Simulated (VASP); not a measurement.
# TiOsC4N4 (P-43m) in VASP: notebook

The runs below take TiOsC4N4 through single point, with PBE.

Program: VASP 6.6.1. These are calculated values, not measurements. Logs are shortened: lines on timing, memory, paths and dates and some standing lists are left out, and cuts for length are marked.

**1. The cell of the first run**

The structure is cubic, space group P-43m (No. 215). Conventional cell: a = 5.817 Å, b = 5.817 Å, c = 5.817 Å, α = 90.00°, β = 90.00°, γ = 90.00°. Within 2.6 Å of Ti (site symmetry -43m) lie 4 N at 1.92 Å. Os (site symmetry -43m) has 4 C at 1.91 Å within 2.5 Å. C (site symmetry 3m) has 1 N at 1.21 Å within 1.6 Å. N (site symmetry 3m) has 1 C at 1.21 Å within 1.6 Å.

**2. Single point, PBE**

INCAR

```
PREC     = Accurate       # precision mode
ENCUT    = 520            # plane-wave cutoff, eV
EDIFF    = 1E-7           # SCF threshold, eV
ISMEAR   = 0              # smearing method
SIGMA    = 0.1            # smearing width, eV
LREAL    = False          # projectors in reciprocal space
LASPH    = True           # aspherical terms in the spheres
NELM     = 60             # most SCF steps
ALGO     = Normal         # electronic algorithm
ISIF     = 2              # what is computed and relaxed
LWAVE    = False          # write WAVECAR
LCHARG   = False          # write CHGCAR
GGA      = PE             # functional
NBANDS   = 39             # bands
```

KPOINTS

```
Automatic mesh
0
Gamma
  6 6 6
```

POSCAR

```
TiOsC4N4
1.0
    5.8169097656      0.0000000000      0.0000000000
    0.0000000000      5.8169097656      0.0000000000
    0.0000000000      0.0000000000      5.8169097656
Ti Os C N
1 1 4 4
Direct
    0.5000000000      0.5000000000      0.5000000000
    0.0000000000      0.0000000000      0.0000000000
    0.1894679028      0.1894679028      0.1894679028
    0.1894679028      0.8105320972      0.8105320972
    0.8105320972      0.1894679028      0.8105320972
    0.8105320972      0.8105320972      0.1894679028
    0.3091043692      0.3091043692      0.3091043692
    0.3091043692      0.6908956308      0.6908956308
    0.6908956308      0.3091043692      0.6908956308
    0.6908956308      0.6908956308      0.3091043692
```

Potentials or basis: VASP PAW PBE potentials, release 64 (Ti_sv, Os, C, N).

The run is started by

```bash
cat potpaw_PBE.64/Ti_sv/POTCAR potpaw_PBE.64/Os/POTCAR potpaw_PBE.64/C/POTCAR potpaw_PBE.64/N/POTCAR > POTCAR
mpirun -np 1 vasp_std > vasp.out
```

OUTCAR:

```text
PREC = Accurate
   ENCUT = 520
   EDIFF = 1E-7
   ISMEAR = 0
   LREAL = False
   LASPH = True
   NELM = 60
   ISIF = 2
   GGA = PE

 ion  position               nearest neighbor table
   1  0.500  0.500  0.500-   7 1.92   8 1.92   9 1.92  10 1.92
   2  0.000  0.000  0.000-   3 1.91   4 1.91   5 1.91   6 1.91
   3  0.189  0.189  0.189-   7 1.21   2 1.91
   4  0.189  0.811  0.811-   8 1.21   2 1.91
   5  0.811  0.189  0.811-   9 1.21   2 1.91
   6  0.811  0.811  0.189-  10 1.21   2 1.91
   7  0.309  0.309  0.309-   3 1.21   1 1.92
   8  0.309  0.691  0.691-   4 1.21   1 1.92
   9  0.691  0.309  0.691-   5 1.21   1 1.92
  10  0.691  0.691  0.309-   6 1.21   1 1.92

  LATTYP: Found a simple cubic cell.
 ALAT       =     5.8169097656

  Lattice vectors:

 A1 = (   5.8169097656,   0.0000000000,   0.0000000000)
 A2 = (   0.0000000000,   5.8169097656,   0.0000000000)
 A3 = (   0.0000000000,   0.0000000000,   5.8169097656)

Analysis of symmetry for initial positions (statically):
=====================================================================
 Subroutine PRICEL returns:
 Original cell was already a primitive cell.

 Routine SETGRP: Setting up the symmetry group for a
 simple cubic supercell.

 Subroutine GETGRP returns: Found 24 space group operations
 (whereof 24 operations were pure point group operations)
 out of a pool of 48 trial point group operations.

The static configuration has the point symmetry T_d .

Analysis of symmetry for dynamics (positions and initial velocities):
=====================================================================
 Subroutine PRICEL returns:
 Original cell was already a primitive cell.

 Routine SETGRP: Setting up the symmetry group for a
 simple cubic supercell.

 Subroutine GETGRP returns: Found 24 space group operations
 (whereof 24 operations were pure point group operations)
 out of a pool of 48 trial point group operations.

The dynamic configuration has the point symmetry T_d .

 Subroutine INISYM returns: Found 24 space group operations
 (whereof 24 operations are pure point group operations),
 and found     1 'primitive' translations

----------------------------------------------------------------------------------------

                                     Primitive cell

  volume of cell :     196.8235

  direct lattice vectors                    reciprocal lattice vectors
     5.816909766  0.000000000  0.000000000     0.171912586  0.000000000  0.000000000
     0.000000000  5.816909766  0.000000000     0.000000000  0.171912586  0.000000000
     0.000000000  0.000000000  5.816909766     0.000000000  0.000000000  0.171912586

  length of vectors
     5.816909766  5.816909766  5.816909766     0.171912586  0.171912586  0.171912586

  position of ions in fractional coordinates (direct lattice)
     0.500000000  0.500000000  0.500000000
     0.000000000  0.000000000  0.000000000
     0.189467903  0.189467903  0.189467903
     0.189467903  0.810532097  0.810532097
     0.810532097  0.189467903  0.810532097
     0.810532097  0.810532097  0.189467903
     0.309104369  0.309104369  0.309104369
     0.309104369  0.690895631  0.690895631
     0.690895631  0.309104369  0.690895631
     0.690895631  0.690895631  0.309104369

  ion indices of the primitive-cell ions
   primitive index   ion index
                 1           1
                 2           2
                 3           3
                 4           4
                 5           5
                 6           6
                 7           7
                 8           8
                 9           9
                10          10

----------------------------------------------------------------------------------------

 KPOINTS: Automatic mesh

Automatic generation of k-mesh.
 Grid dimensions read from file:
 generate k-points for:    6    6    6

 Generating k-lattice:

  Cartesian coordinates                     Fractional coordinates (reciprocal lattice)
     0.028652098  0.000000000  0.000000000     0.166666667  0.000000000  0.000000000
     0.000000000  0.028652098  0.000000000     0.000000000  0.166666667  0.000000000
     0.000000000  0.000000000  0.028652098     0.000000000  0.000000000  0.166666667

  Length of vectors
     0.028652098  0.028652098  0.028652098

  Shift w.r.t. Gamma in fractional coordinates (k-lattice)
     0.000000000  0.000000000  0.000000000

 Subroutine IBZKPT returns following result:
 ===========================================

 Found     20 irreducible k-points:

 Following reciprocal coordinates:
            Coordinates               Weight
  0.000000  0.000000  0.000000      1.000000
  0.166667  0.000000  0.000000      6.000000
  0.333333  0.000000  0.000000      6.000000
  0.500000  0.000000  0.000000      3.000000
  0.166667  0.166667  0.000000     12.000000
  0.333333  0.166667  0.000000     24.000000
[... 12 lines left out ...]
  0.500000  0.500000  0.333333      6.000000
  0.500000  0.500000  0.500000      1.000000
   k-points           NKPTS =     20   k-points in BZ     NKDIM =     20   number of bands    NBANDS=     39
   number of dos      NEDOS =    301   number of ions     NIONS =     10
   total plane-waves  NPLWV = 110592
   dimension x,y,z NGX =    48 NGY =   48 NGZ =   48
   dimension x,y,z NGXF=    96 NGYF=   96 NGZF=   96
   ions per type =               1   1   4   4
   NGX,Y,Z   is equivalent  to a cutoff of  13.72, 13.72, 13.72 a.u.
   NGXF,Y,Z  is equivalent  to a cutoff of  27.44, 27.44, 27.44 a.u.
 SYSTEM =  unknown system
   PREC   = accura    normal or accurate (medium, high low for compatibility)
   ISTART =      0    job   : 0-new  1-cont  2-samecut
   ICHARG =      2    charge: 1-file 2-atom 10-const
   ISPIN  =      1    spin polarized calculation?
   LNONCOLLINEAR =      F non collinear calculations
   LSORBIT =      F    spin-orbit coupling
   LASPH  =      T    aspherical Exc in radial PAW
   ENCUT  =  520.0 eV  38.22 Ry    6.18 a.u.  10.82 10.82 10.82*2*pi/ulx,y,z
   NELM   =     60;   NELMIN=  2; NELMDL= -5     # of ELM steps
   EDIFF  = 0.1E-06   stopping-criterion for ELM
   LREAL  =      F    real-space projection
   EDIFFG = 0.1E-05   stopping-criterion for IOM
   NSW    =      0    number of steps for IOM
   IBRION =     -1    ionic relax: 0-MD 1-quasi-New 2-CG
   NFREE  =      0    steps in history (QN), initial steepest desc. (CG)
   ISIF   =      2    stress and relaxation
   ISYM   =      2    0-nonsym 1-usesym 2-fastsym
   POTIM  = 0.5000    time-step for ionic-motion
   TEBEG  =    0.0;   TEEND  =   0.0 temperature during run
   PSTRESS=    0.0 pullay stress
   NELECT =      56.0000    total number of electrons
   NUPDOWN=      -1.0000    fix difference up-down
   EMIN   =  10.00;   EMAX   =-10.00  energy-range for DOS
   EFERMI =   0.00;   METHOD = LEGACY
   ISMEAR =     0;   SIGMA  =   0.10  broadening in eV -4-tet -1-fermi 0-gaus
   EFERMI_NEDOS =   21; number of points for ismear=-14 and -15
   IALGO  =     38    algorithm
   IMIX   =      4    mixing-type and parameters
     AMIX     =   0.40;   BMIX     =  1.00
     AMIX_MAG =   1.60;   BMIX_MAG =  1.00
  volume/ion in A,a.u.               =      19.68       132.82
  Fermi-wavevector in a.u.,A,eV,Ry     =   1.076742  2.034748 15.774246  1.159374
  Thomas-Fermi vector in A             =   2.212635
   LORBIT       =      0    0 simple, 1 ext, 2 COOP (PROOUT), +10 PAW based schemes
   GGA     = PE    functional components
   LHFCALC =     F    Hartree Fock is set to
   AEXX    =    0.0000 exact exchange contribution
   IVDW    =     0    specifies the selected vdW correction
   LEPSILON=     F    determine dielectric tensor
   LRPA    =     F    only Hartree local field effects (RPA)
 non-spin polarized calculation
 Gauss-broadening in eV      SIGMA  =   0.10
  energy-cutoff  :      520.00
  volume of cell :      196.82
 maximum number of plane-waves:      5400
 NGX is ok and might be reduce to    48
   NGX = 21   NGY = 21   NGZ = 21

 number of electron      56.0000009 magnetization

 Free energy of the ion-electron system (eV)
  ---------------------------------------------------
  ext. energy  EPLUGINS =         0.00000000
  ---------------------------------------------------
  free energy    TOTEN  =       -87.37450865 eV

  energy without entropy =      -87.31706380  energy(sigma->0) =      -87.34578622

 E-fermi :   0.1274     XC(G=0):  -7.6113

 val. band max:        0.1094933746   @ k =   0.3333   0.1667   0.1667
 cond. band min:       0.1327743971   @ k =   0.3333   0.1667   0.0000
 fundamental gap:      0.0232810225
 Fermi energy:         0.1274486663

 k-point     1 :       0.0000    0.0000    0.0000
  band No.  band energies     occupation
      1     -57.4519      2.00000
      2     -33.7363      2.00000
      3     -33.7363      2.00000
      4     -33.7363      2.00000
      5     -17.9305      2.00000
      6     -17.7704      2.00000
[... 31 lines left out ...]
     38       4.7383      0.00000
     39       6.0509      0.00000

 k-point     2 :       0.1667    0.0000    0.0000
  band No.  band energies     occupation
      1     -57.4519      2.00000
      2     -33.7363      2.00000
      3     -33.7363      2.00000
      4     -33.7363      2.00000
      5     -17.9211      2.00000
      6     -17.7800      2.00000
[... 31 lines left out ...]
     38       4.9513      0.00000
     39       5.9508      0.00000

 k-point     3 :       0.3333    0.0000    0.0000
  band No.  band energies     occupation
      1     -57.4519      2.00000
      2     -33.7363      2.00000
      3     -33.7363      2.00000
      4     -33.7363      2.00000
      5     -17.8965      2.00000
      6     -17.8045      2.00000
[... 31 lines left out ...]
     38       5.4955      0.00000
     39       5.6757      0.00000

 k-point     4 :       0.5000    0.0000    0.0000
  band No.  band energies     occupation
      1     -57.4519      2.00000
      2     -33.7363      2.00000
      3     -33.7363      2.00000
      4     -33.7363      2.00000
      5     -17.8767      2.00000
      6     -17.8243      2.00000
[... 31 lines left out ...]
     38       5.4837      0.00000
     39       5.4860      0.00000
[... 586 lines left out ...]
     38       5.7292      0.00000
     39       5.7696      0.00000

 k-point    19 :       0.5000    0.5000    0.3333
  band No.  band energies     occupation
      1     -57.4519      2.00000
      2     -33.7363      2.00000
      3     -33.7363      2.00000
      4     -33.7363      2.00000
      5     -17.8652      2.00000
      6     -17.7929      2.00000
[... 31 lines left out ...]
     38       5.9075      0.00000
     39       5.9132      0.00000

 k-point    20 :       0.5000    0.5000    0.5000
  band No.  band energies     occupation
      1     -57.4520      2.00000
      2     -33.7363      2.00000
      3     -33.7363      2.00000
      4     -33.7363      2.00000
      5     -17.8677      2.00000
      6     -17.7899      2.00000
[... 31 lines left out ...]
     38       6.0362      0.00000
     39       6.0363      0.00000

------------------------ aborting loop because EDIFF is reached ----------------------------------------

  FORCE on cell =-STRESS in cart. coord.  units (eV):
  Direction    XX          YY          ZZ          XY          YZ          ZX
  --------------------------------------------------------------------------------------
  -------------------------------------------------------------------------------------
  Total        0.5839412      0.5839412      0.5839412      0.0000000      0.0000000     -0.0000000
  in kB        4.7533817      4.7533817      4.7533817      0.0000000      0.0000000     -0.0000000
  external PRESSURE =       4.7533817 kB  Pullay stress =       0.0000000 kB

 VOLUME and BASIS-vectors are now :
 -----------------------------------------------------------------------------
  energy-cutoff  :      520.00
  volume of cell :      196.82
      direct lattice vectors                 reciprocal lattice vectors
     5.816909766  0.000000000  0.000000000     0.171912586  0.000000000  0.000000000
     0.000000000  5.816909766  0.000000000     0.000000000  0.171912586  0.000000000
     0.000000000  0.000000000  5.816909766     0.000000000  0.000000000  0.171912586

 POSITION                                       TOTAL-FORCE (eV/Angst)
 -----------------------------------------------------------------------------------
      2.90845      2.90845      2.90845         0.000000     -0.000000      0.000000
      0.00000      0.00000      0.00000         0.000000     -0.000000      0.000000
      1.10212      1.10212      1.10212        -0.041243     -0.041243     -0.041243
      1.10212      4.71479      4.71479        -0.041243      0.041243      0.041243
      4.71479      1.10212      4.71479         0.041243     -0.041243      0.041243
      4.71479      4.71479      1.10212         0.041243      0.041243     -0.041243
      1.79803      1.79803      1.79803         0.115960      0.115960      0.115960
      1.79803      4.01888      4.01888         0.115960     -0.115960     -0.115960
      4.01888      1.79803      4.01888        -0.115960      0.115960     -0.115960
      4.01888      4.01888      1.79803        -0.115960     -0.115960      0.115960
 -----------------------------------------------------------------------------------
    total drift:                               -0.000000     -0.000000     -0.000000

  FREE ENERGIE OF THE ION-ELECTRON SYSTEM (eV)
  ---------------------------------------------------
  free  energy   TOTEN  =       -87.3745086522 eV

  energy  without entropy=      -87.3170637968  energy(sigma->0) =      -87.34578622
```

Wall time 2.4 min (1 thread of AMD EPYC 9R45 (Zen 5), shared host); peak memory 0.38 GiB.

What came out:

```
Free energy            : -87.3745 eV
Pressure               : 0.5 GPa
Largest force          : 0.201 eV/Å
Band gap on the k mesh : zero (bands 28 and 29 overlap by 0.44 eV)
```

Forces on the atoms (eV/Å):
```
Ti   0.000  0.000  0.000
Os   0.000  0.000  0.000
C   -0.041 -0.041 -0.041
C   -0.041  0.041  0.041
C    0.041 -0.041  0.041
C    0.041  0.041 -0.041
N    0.116  0.116  0.116
N    0.116 -0.116 -0.116
N   -0.116  0.116 -0.116
N   -0.116 -0.116  0.116
```

Levels at points of the mesh, in eV from the Fermi level:
| k point | band 24 | band 25 | band 26 | band 27 | band 28 | band 29 | band 30 | band 31 | band 32 | band 33 |
| --- | --- | --- | --- | --- | --- | --- | --- | --- | --- | --- |
| (0.00, 0.00, 0.00) | -3.95 | -2.16 | -2.16 | -0.26 | -0.26 | -0.26 | 1.50 | 1.50 | 2.43 | 2.43 |
| (0.50, 0.00, 0.00) | -4.10 | -1.93 | -1.45 | -0.66 | -0.04 | -0.04 | 0.81 | 1.93 | 2.25 | 2.25 |
| (0.50, 0.50, 0.00) | -4.09 | -1.87 | -1.47 | -0.53 | 0.18 | 0.18 | 0.77 | 1.99 | 2.08 | 2.08 |
| (0.50, 0.50, 0.50) | -3.80 | -2.15 | -2.15 | 0.09 | 0.09 | 0.09 | 1.54 | 1.54 | 2.35 | 2.35 |

Caveat: spin-orbit coupling is left out, which moves the levels of the heavy elements.

[end of part 1 of 2]

The gap in the log of VASP goes by the Fermi energy; the results here count the filled bands.